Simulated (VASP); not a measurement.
Ti, 1 atom in the cell. It takes space group P6/mmm (No. 191, hexagonal). The conventional cell has a = 2.739 Å, b = 2.739 Å, c = 2.748 Å, α = 90.00°, β = 90.00°, γ = 120.00°. Within 3.6 Å of Ti (site symmetry 6/mmm) lie 8 Ti at 2.74 to 2.75 Å. This isn't the form of Ti at room conditions, which is hcp.

```yaml
Program: VASP 6.6.1
Task: relaxation of cell and atoms
Functional: PBE
Potentials_or_basis: VASP PAW PBE potentials, release 64 (Ti_sv)
Cutoff: 600 eV
k_mesh: 16 × 16 × 14
Occupations: fermi-dirac, width 0.05 eV
Spin: no spin polarisation
Target_pressure: -0.91 GPa
Dipole_correction: no
Further_INCAR_settings: ALGO = Normal; EDIFF = 1e-07; IBRION = 2; EDIFFG = -0.005; NSW = 32; ISIF = 3
```

Potentials or basis: VASP PAW PBE potentials, release 64 (Ti_sv).

Command:

```sh
$ cat potpaw_PBE.64/Ti_sv/POTCAR > POTCAR
$ mpirun -np 1 vasp_std > vasp.out
```

Hardware: 1 thread of Intel Xeon 8259CL, on a shared host.

Q: Estimate the wall time of this run.

A: Run time: 76 s on 1 thread of Intel Xeon 8259CL, on a shared host, peak memory 0.19 GiB. Counts: scf iterations 29, k points 240, ion steps 3.
